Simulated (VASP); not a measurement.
# C (P6_3/mmc) in VASP: a series of runs

The runs below take C through relaxation of cell and atoms, with PBE.

All numbers are computed with VASP 6.6.1; they aren't measurements. Logs are shortened: lines on timing, memory, paths and dates and some standing lists are left out, and cuts for length are marked.

### Step 1. The cell of the first run

Symmetry: P6_3/mmc, No. 194, hexagonal system. Conventional cell: a = 2.486 Å, b = 2.486 Å, c = 6.713 Å, α = 90.00°, β = 90.00°, γ = 120.00°. C (site symmetry -6m2) has 3 C at 1.44 Å within 1.9 Å. Within 1.9 Å of C (site symmetry -6m2) lie 3 C at 1.44 Å.

### Step 2. Relaxation of cell and atoms, PBE, target pressure 21 GPa, at which the enthalpy is minimised

Input file INCAR:

```
SYSTEM = C
ALGO = Normal
EDIFF = 1E-7
EDIFFG = -0.005
ENCUT = 600
GGA = PE
IBRION = 2
ISIF = 3
ISMEAR = -1
LASPH = .True.
LCHARG = .False.
LREAL = .False.
LWAVE = .False.
NELM = 80
NSW = 60
PREC = Accurate
PSTRESS = 210.0
SIGMA = 0.1
```

Input file KPOINTS:

```
k-points
0
Gamma
  15 15 5
  0 0 0
```

Input file POSCAR:

```
C
1.0
    2.4863537765      0.0000000000      0.0000000000
   -1.2431768882      2.1532455332      0.0000000000
    0.0000000000      0.0000000000      6.7131551964
C
4
Direct
    0.0000000000      0.0000000000      0.2500000000
    0.0000000000      0.0000000000      0.7500000000
    0.3333333333      0.6666666667      0.2500000000
    0.6666666667      0.3333333333      0.7500000000
```

Potentials or basis: VASP PAW PBE potentials, release 64 (C).

Command:

```sh
$ cat potpaw_PBE.64/C/POTCAR > POTCAR
$ mpirun -np 1 vasp_std > vasp.out
```

OUTCAR:

```text
SYSTEM = C
   EDIFF = 1E-7
   EDIFFG = -0.005
   ENCUT = 600
   GGA = PE
   IBRION = 2
   ISIF = 3
   ISMEAR = -1
   LASPH = .True.
   LREAL = .False.
   NELM = 80
   NSW = 60
   PREC = Accurate
   PSTRESS = 210.0

 ion  position               nearest neighbor table
   1  0.000  0.000  0.250-   3 1.44   3 1.44   3 1.44
   2  0.000  0.000  0.750-   4 1.44   4 1.44   4 1.44
   3  0.333  0.667  0.250-   1 1.44   1 1.44   1 1.44
   4  0.667  0.333  0.750-   2 1.44   2 1.44   2 1.44

  LATTYP: Found a hexagonal cell.
 ALAT       =     2.4863537765
 C/A-ratio  =     2.6999999999

  Lattice vectors:

 A1 = (   2.4863537765,   0.0000000000,   0.0000000000)
 A2 = (  -1.2431768882,   2.1532455332,   0.0000000000)
 A3 = (   0.0000000000,   0.0000000000,   6.7131551964)

Analysis of symmetry for initial positions (statically):
=====================================================================
 Subroutine PRICEL returns:
 Original cell was already a primitive cell.

 Routine SETGRP: Setting up the symmetry group for a
 hexagonal supercell.

 Subroutine GETGRP returns: Found 24 space group operations
 (whereof 12 operations were pure point group operations)
 out of a pool of 24 trial point group operations.

The static configuration has the point symmetry D_3d.
 The point group associated with its full space group is D_6h.

Analysis of symmetry for dynamics (positions and initial velocities):
=====================================================================
 Subroutine PRICEL returns:
 Original cell was already a primitive cell.

 Routine SETGRP: Setting up the symmetry group for a
 hexagonal supercell.

 Subroutine GETGRP returns: Found 24 space group operations
 (whereof 12 operations were pure point group operations)
 out of a pool of 24 trial point group operations.

The dynamic configuration has the point symmetry D_3d.
 The point group associated with its full space group is D_6h.

 Subroutine INISYM returns: Found 24 space group operations
 (whereof 12 operations are pure point group operations),
 and found     1 'primitive' translations

----------------------------------------------------------------------------------------

                                     Primitive cell

  volume of cell :      35.9404

  direct lattice vectors                    reciprocal lattice vectors
     2.486353777  0.000000000  0.000000000     0.402195379  0.232207610  0.000000000
    -1.243176888  2.153245533  0.000000000     0.000000000  0.464415221  0.000000000
     0.000000000  0.000000000  6.713155196     0.000000000  0.000000000  0.148961252

  length of vectors
     2.486353777  2.486353776  6.713155196     0.464415221  0.464415221  0.148961252

  position of ions in fractional coordinates (direct lattice)
     0.000000000  0.000000000  0.250000000
     0.000000000  0.000000000  0.750000000
     0.333333333  0.666666667  0.250000000
     0.666666667  0.333333333  0.750000000

  ion indices of the primitive-cell ions
   primitive index   ion index
                 1           1
                 2           2
                 3           3
                 4           4

----------------------------------------------------------------------------------------

 KPOINTS: k-points

Automatic generation of k-mesh.
 Grid dimensions read from file:
 generate k-points for:   15   15    5

 Generating k-lattice:

  Cartesian coordinates                     Fractional coordinates (reciprocal lattice)
     0.026813025  0.015480507  0.000000000     0.066666667  0.000000000  0.000000000
     0.000000000  0.030961015  0.000000000     0.000000000  0.066666667  0.000000000
     0.000000000  0.000000000  0.029792250     0.000000000  0.000000000  0.200000000

  Length of vectors
     0.030961015  0.030961015  0.029792250

  Shift w.r.t. Gamma in fractional coordinates (k-lattice)
     0.000000000  0.000000000  0.000000000

 Subroutine IBZKPT returns following result:
 ===========================================

 Found     81 irreducible k-points:

 Following reciprocal coordinates:
            Coordinates               Weight
  0.000000  0.000000  0.000000      1.000000
  0.066667  0.000000  0.000000      6.000000
  0.133333 -0.000000  0.000000      6.000000
  0.200000  0.000000  0.000000      6.000000
  0.266667 -0.000000  0.000000      6.000000
  0.333333  0.000000  0.000000      6.000000
[... 16 lines left out ...]
  0.333333  0.200000  0.000000     12.000000
  0.400000  0.200000  0.000000      6.000000
 [... further k-points ...]
   k-points           NKPTS =     81   k-points in BZ     NKDIM =     81   number of bands    NBANDS=     12
   number of dos      NEDOS =    301   number of ions     NIONS =      4
   total plane-waves  NPLWV =  21600
   dimension x,y,z NGX =    20 NGY =   20 NGZ =   54
   dimension x,y,z NGXF=    40 NGYF=   40 NGZF=  108
   ions per type =               4
   NGX,Y,Z   is equivalent  to a cutoff of  13.37, 13.37, 13.37 a.u.
   NGXF,Y,Z  is equivalent  to a cutoff of  26.75, 26.75, 26.75 a.u.
 SYSTEM =  C
   PREC   = accura    normal or accurate (medium, high low for compatibility)
   ISTART =      0    job   : 0-new  1-cont  2-samecut
   ICHARG =      2    charge: 1-file 2-atom 10-const
   ISPIN  =      1    spin polarized calculation?
   LNONCOLLINEAR =      F non collinear calculations
   LSORBIT =      F    spin-orbit coupling
   LASPH  =      T    aspherical Exc in radial PAW
   ENCUT  =  600.0 eV  44.10 Ry    6.64 a.u.   4.97  4.97 13.41*2*pi/ulx,y,z
   NELM   =     80;   NELMIN=  2; NELMDL= -5     # of ELM steps
   EDIFF  = 0.1E-06   stopping-criterion for ELM
   LREAL  =      F    real-space projection
   EDIFFG = -.5E-02   stopping-criterion for IOM
   NSW    =     60    number of steps for IOM
   IBRION =      2    ionic relax: 0-MD 1-quasi-New 2-CG
   NFREE  =      1    steps in history (QN), initial steepest desc. (CG)
   ISIF   =      3    stress and relaxation
   ISYM   =      2    0-nonsym 1-usesym 2-fastsym
   POTIM  = 0.5000    time-step for ionic-motion
   TEBEG  =    0.0;   TEEND  =   0.0 temperature during run
   PSTRESS=  210.0 pullay stress
   NELECT =      16.0000    total number of electrons
   NUPDOWN=      -1.0000    fix difference up-down
   EMIN   =  10.00;   EMAX   =-10.00  energy-range for DOS
   EFERMI =   0.00;   METHOD = LEGACY
   ISMEAR =    -1;   SIGMA  =   0.10  broadening in eV -4-tet -1-fermi 0-gaus
   EFERMI_NEDOS =   21; number of points for ismear=-14 and -15
   IALGO  =     38    algorithm
   IMIX   =      4    mixing-type and parameters
     AMIX     =   0.40;   BMIX     =  1.00
     AMIX_MAG =   1.60;   BMIX_MAG =  1.00
  volume/ion in A,a.u.               =       8.99        60.63
  Fermi-wavevector in a.u.,A,eV,Ry     =   1.250030  2.362214 21.260124  1.562575
  Thomas-Fermi vector in A             =   2.384043
   LORBIT       =      0    0 simple, 1 ext, 2 COOP (PROOUT), +10 PAW based schemes
   GGA     = PE    functional components
   LHFCALC =     F    Hartree Fock is set to
   AEXX    =    0.0000 exact exchange contribution
   IVDW    =     0    specifies the selected vdW correction
   LEPSILON=     F    determine dielectric tensor
   LRPA    =     F    only Hartree local field effects (RPA)
 conjugate gradient relaxation of ions
 non-spin polarized calculation
  energy-cutoff  :      600.00
  volume of cell :       35.94
 maximum number of plane-waves:      1222
 NGX is ok and might be reduce to    20
   NGX =  9   NGY =  9   NGZ = 27

--------------------------------------- Ionic step        1  -------------------------------------------

 number of electron      16.0000001 magnetization

 Free energy of the ion-electron system (eV)
  ---------------------------------------------------
  ext. energy  EPLUGINS =         0.00000000
  ---------------------------------------------------
  free energy    TOTEN  =       -36.83845959 eV

  energy without entropy =      -36.83537530  energy(sigma->0) =      -36.83691744

------------------------ aborting loop because EDIFF is reached ----------------------------------------

  FORCE on cell =-STRESS in cart. coord.  units (eV):
  Direction    XX          YY          ZZ          XY          YZ          ZX
  --------------------------------------------------------------------------------------
  -------------------------------------------------------------------------------------
  Total       -2.1884356     -2.1884356      0.7158694     -0.0000000     -0.0000000      0.0000000
  in kB      -97.5576186    -97.5576186     31.9125302     -0.0000000     -0.0000000      0.0000000
  external PRESSURE =    -264.4009023 kB  Pullay stress =     210.0000000 kB
[... 103 lines left out ...]
  energy  without entropy=      -36.7590238077  energy(sigma->0) =      -36.76052875

  enthalpy is  TOTEN    =       -32.3509204590 eV   P V=        4.4111132311

[... ionic steps 4 to 10 ...]

--------------------------------------- Ionic step       11  -------------------------------------------

 number of electron      16.0000001 magnetization

------------------------ aborting loop because EDIFF is reached ----------------------------------------
[... 75 lines left out ...]
--------------------------------------- Ionic step       13  -------------------------------------------

 number of electron      16.0000001 magnetization

 Free energy of the ion-electron system (eV)
  ---------------------------------------------------
  ext. energy  EPLUGINS =         0.00000000
  ---------------------------------------------------
  free energy    TOTEN  =       -36.46347176 eV

  energy without entropy =      -36.46065401  energy(sigma->0) =      -36.46206288

 E-fermi :   6.5901     XC(G=0): -11.6346

 val. band max:        6.5473813279   @ k =   0.3333   0.3333   0.2000
 cond. band min:       6.6611580648   @ k =   0.3333   0.3333   0.4000
 fundamental gap:      0.1137767369
 Fermi energy:         6.5900709522

 k-point     1 :       0.0000    0.0000    0.0000
  band No.  band energies     occupation
      1     -13.6751      2.00000
      2     -12.6587      2.00000
      3      -3.1097      2.00000
      4       1.2596      2.00000
      5       3.6591      2.00000
      6       3.6591      2.00000
      7       3.7520      2.00000
      8       3.7520      2.00000
      9      12.9987      0.00000
     10      15.2058      0.00000
     11      15.2058      0.00000
     12      15.4090      0.00000
[... 331 lines left out ...]
 k-point    24 :       0.4000    0.2000    0.0000
  band No.  band energies     occupation
      1      -7.3760      2.00000
      2      -7.0301      2.00000
      3      -6.2176      2.00000
      4      -6.0187      2.00000
      5      -2.5186      2.00000
      6      -2.1059      2.00000
      7       3.9654      2.00000
      8       5.3557      1.99999
      9       8.3898      0.00000
     10       8.6594      0.00000
     11      17.2634      0.00000
     12      18.8051      0.00000

 [... further k-points ...]

------------------------ aborting loop because EDIFF is reached ----------------------------------------

  FORCE on cell =-STRESS in cart. coord.  units (eV):
  Direction    XX          YY          ZZ          XY          YZ          ZX
  --------------------------------------------------------------------------------------
  -------------------------------------------------------------------------------------
  Total        3.7785780      3.7785780      3.7791570      0.0000000      0.0000000      0.0000000
  in kB      210.3759420    210.3759420    210.4081808      0.0000000      0.0000000      0.0000000
  external PRESSURE =       0.3866883 kB  Pullay stress =     210.0000000 kB
[... 23 lines left out ...]
  energy  without entropy=      -36.4606540147  energy(sigma->0) =      -36.46206288

  enthalpy is  TOTEN    =       -32.6916460957 eV   P V=        3.7718256596

 reached required accuracy - stopping structural energy minimisation
```

Wall time 4.4 min (1 thread of AMD EPYC 7R43 (Zen 3), shared host); peak memory 0.13 GiB.

What came out:

```yaml
Free_energy: -36.4635 eV
Relaxed_volume: 7.19 Å³/atom
Relaxed_cell: a = 2.431 Å, b = 2.431 Å, c = 5.623 Å, α = 90.00°, β = 90.00°, γ = 120.00°
Space_group_after_relaxing_to_0.05_Å: P6_3/mmc (No. 194)
Energy_change_on_relaxing_the_enthalpy_is_what_falls: +93.7 meV/atom
Ionic_steps: 13
Pressure_after_relaxing: 21.0 GPa
Band_gap_on_the_k_mesh: zero (band 8 reaches 6.66 eV, above the bottom of band 9 at 6.48 eV)
```

The path:
| step | energy change (eV) | largest force (eV/Å) | pressure (GPa) | volume (Å³) |
| --- | --- | --- | --- | --- |
| 1 | 0.0000 | 0.0000 | -5.44 | 35.94 |
| 2 | 1.9223 | 0.0000 | 96.87 | 28.75 |
| 3 | 0.0764 | 0.0000 | 16.79 | 33.65 |
| 4 | 0.0931 | 0.0000 | 18.33 | 33.52 |
| 5 | 0.1257 | 0.0000 | 18.60 | 32.16 |
| 6 | 0.4828 | 0.0000 | 22.99 | 28.05 |
| 7 | 0.3427 | 0.0000 | 21.19 | 29.04 |
| 8 | 0.3762 | 0.0000 | 21.62 | 28.77 |
| 9 | 0.3889 | 0.0000 | 21.78 | 28.67 |
| 10 | 0.3670 | 0.0000 | 18.93 | 28.85 |
| 11 | 0.3834 | 0.0000 | 21.10 | 28.71 |
| 12 | 0.3790 | 0.0000 | 21.07 | 28.75 |
| 13 | 0.3750 | 0.0000 | 21.04 | 28.78 |

Final structure:
```
CELL_PARAMETERS angstrom
2.43099 0.00000 0.00000
-1.21549 2.10530 0.00000
0.00000 0.00000 5.62273
ATOMIC_POSITIONS crystal
C 0.00000 0.00000 0.25000
C 0.00000 0.00000 0.75000
C 0.33333 0.66667 0.25000
C 0.66667 0.33333 0.75000
```

Caveat: the cell is relaxed towards a set pressure, so the enthalpy falls and the energy may rise; the volume moved by over 15 % at a fixed basis, so the end points are rough; this functional lacks dispersion, which binds the layers, so the pressure and a relaxed spacing across them are unreliable.

(Continued in part 2 of 2.)
